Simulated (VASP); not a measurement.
**Y: single point with LDA**

Crystal: Y.

```
Y
1.0
     3.61498    0.00000    0.00000
    -1.80749    3.13067    0.00000
     0.00000    0.00000    5.74740
Y
2
Direct
  0.33333 0.66667 0.25000
  0.66667 0.33333 0.75000
```

This cell differs from its parent crystal: equal xx and yy strain of -1 %.

```json
{"Program": "VASP 6.6.1", "Task": "single point", "Functional": "LDA", "Potentials or basis": "VASP PAW LDA potentials, release 64 (Y_sv)", "Cutoff": "520 eV", "k mesh": "12 × 12 × 7", "Occupations": "fermi-dirac, width 0.08 eV", "Spin": "no spin polarisation", "Dipole correction": "no", "Further INCAR settings": "ALGO = Normal; EDIFF = 1e-07; NBANDS = 18"}
```

| Property | Result |
| --- | --- |
| Pressure | -3.3 GPa |
| Band gap on the k mesh | zero (bands 11 and 12 overlap by 1.31 eV) |

Stress tensor (GPa, compression positive):
```
-2.99  0.00  0.00
 0.00 -2.99  0.00
 0.00  0.00 -4.06
```

Levels at points of the mesh, in eV from the Fermi level:
```
           k point  band 8  band 9  band 10  band 11  band 12  band 13  band 14  band 15
(0.00, 0.00, 0.00)  -22.23   -4.70    -1.92     0.91     1.72     1.72     1.90     2.30
(0.50, 0.00, 0.00)  -22.32   -1.68    -1.22    -0.86    -0.01     1.34     1.48     1.99
```

Wall time 100 s on 1 thread of Intel(R) Xeon(R) Platinum 8259CL CPU @ 2.50GHz (Skylake/Cascade Lake) (shared host), peak memory 0.22 GiB.

Caveat: the cell differs from its parent crystal (equal xx and yy strain of -1 %); the cell stands under tension.
